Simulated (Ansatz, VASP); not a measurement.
## KCl: VASP beside Ansatz

```
CELL_PARAMETERS angstrom
0.00000 3.16731 3.16731
3.16731 0.00000 3.16731
3.16731 3.16731 0.00000
ATOMIC_POSITIONS crystal
K 0.00000 0.00000 0.00000
Cl 0.50000 0.50000 0.50000
```

Alike in both runs: task single point; functional PBEsol; k mesh 5 × 5 × 5; no spin polarisation.

```csv
,VASP,Ansatz
version,VASP 6.6.1,Ansatz 0.2.0
potentials or method,"VASP PAW PBE potentials, release 64 (K_sv, Cl), cutoff 520 eV","plane waves, PAW"
occupations,"gaussian, width 0.01 eV",fixed
valence electrons in the cell,16,16
```

|  | VASP | Ansatz | Ansatz less VASP |
| --- | --- | --- | --- |
| pressure (GPa) | -0.7 | -0.7 | -0.03 |

VASP's potentials were made for PBE, not for PBEsol.
